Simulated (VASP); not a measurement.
# ScRu3 (P4/mmm) in VASP: relaxation of the atoms with PBE

Aim: the relaxation of the atoms of ScRu3 with PBE.

Everything below comes from runs of VASP 6.6.1. Logs are shortened: lines on timing, memory, paths and dates and some standing lists are left out, and cuts for length are marked.

## (1) The cell of the first run

The structure is tetragonal, space group P4/mmm (No. 123). The conventional cell has a = 3.860 Å, b = 3.860 Å, c = 3.938 Å, α = 90.00°, β = 90.00°, γ = 90.00°. Ru (site symmetry 4/mmm) has 4 Sc at 2.73 Å and 8 Ru at 2.76 Å within 3.6 Å. Within 3.6 Å of Ru (site symmetry mmm) lie 8 Ru at 2.73 to 2.76 Å and 4 Sc at 2.76 Å. Within 3.6 Å of Sc (site symmetry 4/mmm) lie 12 Ru at 2.73 to 2.76 Å.

## (2) Relaxation of the atoms, PBE

The input, INCAR:

```
ALGO = Fast
EDIFF = 1E-6
EDIFFG = -0.01
ENCUT = 520
GGA = PE
IBRION = 2
ISIF = 2
ISMEAR = -1
LASPH = T
LCHARG = F
LREAL = F
LWAVE = F
NELM = 60
NSW = 60
PREC = Accurate
SIGMA = 0.05
```

The input, KPOINTS:

```
k-points
0
Gamma
  6 6 6
```

The input, POSCAR:

```
ScRu3
1.0
    3.8596682600      0.0000000000      0.0000000000
    0.0000000000      3.8596682600      0.0000000000
    0.0000000000      0.0000000000      3.9384370000
Ru Sc
3 1
Direct
    0.5000000000      0.5000000000      0.0000000000
    0.5000000000      0.0000000000      0.5000000000
    0.0000000000      0.5000000000      0.5000000000
    0.0000000000      0.0000000000      0.0000000000
```

Potentials or basis: VASP PAW PBE potentials, release 64 (Ru_pv, Sc_sv).

Command:

```
> cat potpaw_PBE.64/Ru_pv/POTCAR potpaw_PBE.64/Sc_sv/POTCAR > POTCAR
> mpirun -np 1 vasp_std > vasp.out
```

OUTCAR:

```text
EDIFF = 1E-6
   EDIFFG = -0.01
   ENCUT = 520
   GGA = PE
   IBRION = 2
   ISIF = 2
   ISMEAR = -1
   LASPH = T
   LREAL = F
   NELM = 60
   NSW = 60
   PREC = Accurate

 ion  position               nearest neighbor table
   1  0.500  0.500  0.000-   4 2.73   4 2.73   4 2.73   4 2.73   3 2.76   2 2.76   3 2.76   2 2.76
                             3 2.76   2 2.76   3 2.76   2 2.76
   2  0.500  0.000  0.500-   3 2.73   3 2.73   3 2.73   3 2.73   4 2.76   1 2.76   1 2.76   1 2.76
                             4 2.76   4 2.76   4 2.76   1 2.76
   3  0.000  0.500  0.500-   2 2.73   2 2.73   2 2.73   2 2.73   4 2.76   1 2.76   4 2.76   4 2.76
                             1 2.76   4 2.76   1 2.76   1 2.76
   4  0.000  0.000  0.000-   1 2.73   1 2.73   1 2.73   1 2.73   3 2.76   2 2.76   3 2.76   3 2.76
                             3 2.76   2 2.76   2 2.76   2 2.76

  LATTYP: Found a simple tetragonal cell.
 ALAT       =     3.8596682600
 C/A-ratio  =     1.0204081633

  Lattice vectors:

 A1 = (   3.8596682600,   0.0000000000,   0.0000000000)
 A2 = (   0.0000000000,   3.8596682600,   0.0000000000)
 A3 = (   0.0000000000,   0.0000000000,   3.9384370000)

Analysis of symmetry for initial positions (statically):
=====================================================================
 Subroutine PRICEL returns:
 Original cell was already a primitive cell.

 Routine SETGRP: Setting up the symmetry group for a
 simple tetragonal supercell.

 Subroutine GETGRP returns: Found 16 space group operations
 (whereof 16 operations were pure point group operations)
 out of a pool of 16 trial point group operations.

The static configuration has the point symmetry D_4h.

Analysis of symmetry for dynamics (positions and initial velocities):
=====================================================================
 Subroutine PRICEL returns:
 Original cell was already a primitive cell.

 Routine SETGRP: Setting up the symmetry group for a
 simple tetragonal supercell.

 Subroutine GETGRP returns: Found 16 space group operations
 (whereof 16 operations were pure point group operations)
 out of a pool of 16 trial point group operations.

The dynamic configuration has the point symmetry D_4h.

 Subroutine INISYM returns: Found 16 space group operations
 (whereof 16 operations are pure point group operations),
 and found     1 'primitive' translations

----------------------------------------------------------------------------------------

                                     Primitive cell

  volume of cell :      58.6710

  direct lattice vectors                    reciprocal lattice vectors
     3.859668260  0.000000000  0.000000000     0.259089624  0.000000000  0.000000000
     0.000000000  3.859668260  0.000000000     0.000000000  0.259089624  0.000000000
     0.000000000  0.000000000  3.938437000     0.000000000  0.000000000  0.253907832

  length of vectors
     3.859668260  3.859668260  3.938437000     0.259089624  0.259089624  0.253907832

  position of ions in fractional coordinates (direct lattice)
     0.500000000  0.500000000  0.000000000
     0.500000000  0.000000000  0.500000000
     0.000000000  0.500000000  0.500000000
     0.000000000  0.000000000  0.000000000

  ion indices of the primitive-cell ions
   primitive index   ion index
                 1           1
                 2           2
                 3           3
                 4           4

----------------------------------------------------------------------------------------

 KPOINTS: k-points

Automatic generation of k-mesh.
 Grid dimensions read from file:
 generate k-points for:    6    6    6

 Generating k-lattice:

  Cartesian coordinates                     Fractional coordinates (reciprocal lattice)
     0.043181604  0.000000000  0.000000000     0.166666667  0.000000000  0.000000000
     0.000000000  0.043181604  0.000000000     0.000000000  0.166666667  0.000000000
     0.000000000  0.000000000  0.042317972     0.000000000  0.000000000  0.166666667

  Length of vectors
     0.043181604  0.043181604  0.042317972

  Shift w.r.t. Gamma in fractional coordinates (k-lattice)
     0.000000000  0.000000000  0.000000000

 Subroutine IBZKPT returns following result:
 ===========================================

 Found     40 irreducible k-points:

 Following reciprocal coordinates:
            Coordinates               Weight
  0.000000  0.000000  0.000000      1.000000
  0.166667  0.000000  0.000000      4.000000
  0.333333  0.000000  0.000000      4.000000
  0.500000  0.000000  0.000000      2.000000
  0.166667  0.166667  0.000000      4.000000
  0.333333  0.166667  0.000000      8.000000
[... 16 lines left out ...]
  0.333333  0.000000  0.333333      8.000000
  0.500000  0.000000  0.333333      4.000000
 [... further k-points ...]
   k-points           NKPTS =     40   k-points in BZ     NKDIM =     40   number of bands    NBANDS=     31
   number of dos      NEDOS =    301   number of ions     NIONS =      4
   total plane-waves  NPLWV =  27000
   dimension x,y,z NGX =    30 NGY =   30 NGZ =   30
   dimension x,y,z NGXF=    60 NGYF=   60 NGZF=   60
   ions per type =               3   1
   NGX,Y,Z   is equivalent  to a cutoff of  12.92, 12.92, 12.66 a.u.
   NGXF,Y,Z  is equivalent  to a cutoff of  25.84, 25.84, 25.33 a.u.
 SYSTEM =  unknown system
   PREC   = accura    normal or accurate (medium, high low for compatibility)
   ISTART =      0    job   : 0-new  1-cont  2-samecut
   ICHARG =      2    charge: 1-file 2-atom 10-const
   ISPIN  =      1    spin polarized calculation?
   LNONCOLLINEAR =      F non collinear calculations
   LSORBIT =      F    spin-orbit coupling
   LASPH  =      T    aspherical Exc in radial PAW
   ENCUT  =  520.0 eV  38.22 Ry    6.18 a.u.   7.18  7.18  7.32*2*pi/ulx,y,z
   NELM   =     60;   NELMIN=  2; NELMDL= -5     # of ELM steps
   EDIFF  = 0.1E-05   stopping-criterion for ELM
   LREAL  =      F    real-space projection
   EDIFFG = -.1E-01   stopping-criterion for IOM
   NSW    =     60    number of steps for IOM
   IBRION =      2    ionic relax: 0-MD 1-quasi-New 2-CG
   NFREE  =      1    steps in history (QN), initial steepest desc. (CG)
   ISIF   =      2    stress and relaxation
   ISYM   =      2    0-nonsym 1-usesym 2-fastsym
   POTIM  = 0.5000    time-step for ionic-motion
   TEBEG  =    0.0;   TEEND  =   0.0 temperature during run
   PSTRESS=    0.0 pullay stress
   NELECT =      53.0000    total number of electrons
   NUPDOWN=      -1.0000    fix difference up-down
   EMIN   =  10.00;   EMAX   =-10.00  energy-range for DOS
   EFERMI =   0.00;   METHOD = LEGACY
   ISMEAR =    -1;   SIGMA  =   0.05  broadening in eV -4-tet -1-fermi 0-gaus
   EFERMI_NEDOS =   21; number of points for ismear=-14 and -15
   IALGO  =     68    algorithm
   IMIX   =      4    mixing-type and parameters
     AMIX     =   0.40;   BMIX     =  1.00
     AMIX_MAG =   1.60;   BMIX_MAG =  1.00
  volume/ion in A,a.u.               =      14.67        98.98
  Fermi-wavevector in a.u.,A,eV,Ry     =   1.582555  2.990595 34.075527  2.504481
  Thomas-Fermi vector in A             =   2.682460
   LORBIT       =      0    0 simple, 1 ext, 2 COOP (PROOUT), +10 PAW based schemes
   GGA     = PE    functional components
   LHFCALC =     F    Hartree Fock is set to
   AEXX    =    0.0000 exact exchange contribution
   IVDW    =     0    specifies the selected vdW correction
   LEPSILON=     F    determine dielectric tensor
   LRPA    =     F    only Hartree local field effects (RPA)
 conjugate gradient relaxation of ions
 non-spin polarized calculation
 RMM-DIIS sequential band-by-band and
  energy-cutoff  :      520.00
  volume of cell :       58.67
 maximum number of plane-waves:      1612
 NGX is ok and might be reduce to    30
   NGX = 15   NGY = 15   NGZ = 15

 number of electron      53.0000001 magnetization

 Free energy of the ion-electron system (eV)
  ---------------------------------------------------
  ext. energy  EPLUGINS =         0.00000000
  ---------------------------------------------------
  free energy    TOTEN  =       -34.01606677 eV

  energy without entropy =      -33.97815453  energy(sigma->0) =      -33.99711065

 E-fermi :  10.1063     XC(G=0): -13.2477

 val. band max:       10.0820019541   @ k =   0.5000   0.1667   0.0000
 cond. band min:      10.1437855773   @ k =   0.5000   0.0000   0.3333
 fundamental gap:      0.0617836233
 Fermi energy:        10.1062775636

 k-point     1 :       0.0000    0.0000    0.0000
  band No.  band energies     occupation
      1     -37.9063      2.00000
      2     -32.4481      2.00000
      3     -32.4481      2.00000
      4     -32.4403      2.00000
      5     -32.0414      2.00000
      6     -32.0288      2.00000
[... 23 lines left out ...]
     30      13.9498      0.00000
     31      14.3674      0.00000

 k-point     2 :       0.1667    0.0000    0.0000
  band No.  band energies     occupation
      1     -37.9078      2.00000
      2     -32.4249      2.00000
      3     -32.4192      2.00000
      4     -32.4120      2.00000
      5     -32.0491      2.00000
      6     -32.0376      2.00000
[... 23 lines left out ...]
     30      12.9729      0.00000
     31      14.1991      0.00000

 k-point     3 :       0.3333    0.0000    0.0000
  band No.  band energies     occupation
      1     -37.9109      2.00000
      2     -32.3689      2.00000
      3     -32.3688      2.00000
      4     -32.3142      2.00000
      5     -32.0746      2.00000
      6     -32.0684      2.00000
[... 23 lines left out ...]
     30      12.4712      0.00000
     31      13.2639      0.00000

 k-point     4 :       0.5000    0.0000    0.0000
  band No.  band energies     occupation
      1     -37.9124      2.00000
      2     -32.3368      2.00000
      3     -32.3318      2.00000
      4     -32.2131      2.00000
      5     -32.1230      2.00000
      6     -32.0961      2.00000
[... 23 lines left out ...]
     30      12.4731      0.00000
     31      12.8397      0.00000

 k-point     5 :       0.1667    0.1667    0.0000
  band No.  band energies     occupation
      1     -37.9088      2.00000
      2     -32.4432      2.00000
      3     -32.3976      2.00000
      4     -32.3437      2.00000
      5     -32.0851      2.00000
      6     -32.0546      2.00000
[... 23 lines left out ...]
     30      12.4436      0.00000
     31      14.1406      0.00000
[... 542 lines left out ...]
     30      12.6450      0.00000
     31      13.3953      0.00000

 k-point    22 :       0.1667    0.0000    0.3333
  band No.  band energies     occupation
      1     -37.9111      2.00000
      2     -32.4108      2.00000
      3     -32.3640      2.00000
      4     -32.2590      2.00000
      5     -32.1407      2.00000
      6     -32.0524      2.00000
[... 23 lines left out ...]
     30      11.9229      0.00000
     31      13.4478      0.00000

 k-point    23 :       0.3333    0.0000    0.3333
  band No.  band energies     occupation
      1     -37.9114      2.00000
      2     -32.4215      2.00000
      3     -32.2994      2.00000
      4     -32.2380      2.00000
      5     -32.1791      2.00000
      6     -32.0656      2.00000
[... 23 lines left out ...]
     30      11.1593      0.00000
     31      13.6248      0.00000

 k-point    24 :       0.5000    0.0000    0.3333
  band No.  band energies     occupation
      1     -37.9116      2.00000
      2     -32.4161      2.00000
      3     -32.2792      2.00000
      4     -32.2501      2.00000
      5     -32.1249      2.00000
      6     -32.1044      2.00000
[... 23 lines left out ...]
     30      10.7030      0.00001
     31      13.3732      0.00000

 [... further k-points ...]

------------------------ aborting loop because EDIFF is reached ----------------------------------------

  FORCE on cell =-STRESS in cart. coord.  units (eV):
  Direction    XX          YY          ZZ          XY          YZ          ZX
  --------------------------------------------------------------------------------------
  -------------------------------------------------------------------------------------
  Total        2.8608814      2.8608814      1.8137813      0.0000000     -0.0000000      0.0000000
  in kB       78.1243797     78.1243797     49.5303788      0.0000000     -0.0000000      0.0000000
  external PRESSURE =      68.5930461 kB  Pullay stress =       0.0000000 kB

 VOLUME and BASIS-vectors are now :
 -----------------------------------------------------------------------------
  energy-cutoff  :      520.00
  volume of cell :       58.67
      direct lattice vectors                 reciprocal lattice vectors
     3.859668260  0.000000000  0.000000000     0.259089624  0.000000000  0.000000000
     0.000000000  3.859668260  0.000000000     0.000000000  0.259089624  0.000000000
     0.000000000  0.000000000  3.938437000     0.000000000  0.000000000  0.253907832

 POSITION                                       TOTAL-FORCE (eV/Angst)
 -----------------------------------------------------------------------------------
      1.92983      1.92983      0.00000         0.000000      0.000000      0.000000
      1.92983      0.00000      1.96922         0.000000      0.000000      0.000000
      0.00000      1.92983      1.96922         0.000000      0.000000      0.000000
      0.00000      0.00000      0.00000         0.000000      0.000000      0.000000
 -----------------------------------------------------------------------------------
    total drift:                                0.000000      0.000000     -0.000000

  FREE ENERGIE OF THE ION-ELECTRON SYSTEM (eV)
  ---------------------------------------------------
  free  energy   TOTEN  =       -34.0160667709 eV

  energy  without entropy=      -33.9781545293  energy(sigma->0) =      -33.99711065

 reached required accuracy - stopping structural energy minimisation
```

Wall time 2.5 min (1 thread of Intel Xeon 8259CL, shared host); peak memory 0.21 GiB.

Results:

| Quantity | Value |
| --- | --- |
| Free energy | -34.0161 eV |
| Pressure after relaxing | 6.9 GPa |
| Band gap on the k mesh | zero (an odd number of electrons rules out a gap without spin polarisation) |

Stress tensor (GPa, compression positive):
```
7.81 0.00 0.00
0.00 7.81 0.00
0.00 0.00 4.95
```

Final structure:
```
Ru Sc
1.0
     3.85967    0.00000    0.00000
     0.00000    3.85967    0.00000
     0.00000    0.00000    3.93844
Ru Sc
3 1
Direct
  0.50000 0.50000 0.00000
  0.50000 0.00000 0.50000
  0.00000 0.50000 0.50000
  0.00000 0.00000 0.00000
```

Levels at points of the mesh, in eV from the Fermi level:
```tsv
k point	band 25	band 26	band 27	band 28	band 29	band 30
(0.00, 0.00, 0.00)	0.84	1.93	2.36	2.36	2.53	3.84
(0.50, 0.00, 0.00)	-0.54	-0.23	-0.19	-0.05	0.98	2.37
(0.50, 0.50, 0.00)	-0.72	-0.72	-0.72	-0.11	0.19	0.27
(0.00, 0.00, 0.50)	-0.69	-0.13	-0.13	-0.11	1.10	2.53
(0.50, 0.00, 0.50)	-0.78	-0.77	-0.75	-0.13	0.11	0.20
(0.50, 0.50, 0.50)	-0.41	1.12	1.73	1.76	1.76	1.91
```

The gap in the log of VASP goes by the Fermi energy; the results here count the filled bands.